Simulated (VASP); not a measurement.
A run of VASP 6.6.1:

INCAR

```
PREC = Accurate ; ENCUT = 520
EDIFF = 1E-6 ; ISMEAR = -1
SIGMA = 0.05 ; LREAL = F
LASPH = T ; NELM = 80
ALGO = Normal ; ISIF = 2
LWAVE = F ; LCHARG = T
LELF = T ; LVHAR = T
NBANDS = 7
```

The input KPOINTS:

```
Automatic mesh
0
Gamma
  11 11 11
```

Contents of POSCAR:

```
Mg
1.0
   -1.8111778905      1.8111778905      1.6567065887
    1.8111778905     -1.8111778905      1.6567065887
    1.8111778905      1.8111778905     -1.6567065887
Mg
1
Direct
    0.0000000000      0.0000000000      0.0000000000
```

Potentials or basis: VASP PAW LDA potentials, release 64 (Mg).

The run is started by

```bash
$ cat potpaw_LDA.64/Mg/POTCAR > POTCAR
$ mpirun -np 1 vasp_std > vasp.out
```

Hardware: 1 thread of AMD EPYC 7R13, with other jobs on the host.

Task: How long does it take, and how much memory?

Result: It took 24 s on 1 thread of AMD EPYC 7R13 (shared host), peak memory 0.11 GiB. Counts: scf iterations 9, k points 126.
